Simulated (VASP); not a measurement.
Set up this calculation in VASP 6.6.1, as the native input.

```yaml
Task: single point
Functional: PBEsol
Potentials_or_basis: VASP PAW PBE potentials, release 64 (Cu)
Cutoff: 520 eV
k_mesh: 22 × 22 × 22
Occupations: gaussian, width 0.15 eV
Spin: no spin polarisation
Dipole_correction: no
Further_INCAR_settings: ALGO = Fast; EDIFF = 1e-07; NBANDS = 12
```

The structure of Cu lies in POSCAR:

```
Cu
1.0
    0.0000000000      1.9430625000      1.8075000000
    1.6719375000      0.0000000000      1.8075000000
    1.6719375000      1.9430625000      0.0000000000
Cu
1
Direct
    0.0000000000      0.0000000000      0.0000000000
```

This cell differs from its parent crystal: strain -0.0750 x Voigt [1, -1, 0, 0, 0, 0].

One way to write it, as run:

INCAR

```
PREC = Accurate
ENCUT = 520
EDIFF = 1E-7
ISMEAR = 0
SIGMA = 0.15
LREAL = F
LASPH = T
NELM = 60
ALGO = Fast
ISIF = 2
LWAVE = F
LCHARG = F
GGA = PS
NBANDS = 12
```

KPOINTS

```
regular mesh
0
Gamma
  22 22 22
```

Potentials or basis: VASP PAW PBE potentials, release 64 (Cu).

Command:

```bash
$ cat potpaw_PBE.64/Cu/POTCAR > POTCAR
$ mpirun -np 1 vasp_std > vasp.out
```

It gave:

```
Pressure : -4.3 GPa
```

Caveat: the cell differs from its parent crystal (strain -0.0750 x Voigt [1, -1, 0, 0, 0, 0]); the PAW data sets were made with another functional, which shifts forces and pressure a little.

Wall time 3 min on 1 thread of Intel(R) Xeon(R) Platinum 8259CL CPU @ 2.50GHz (Skylake/Cascade Lake) (shared host), peak memory 0.31 GiB.
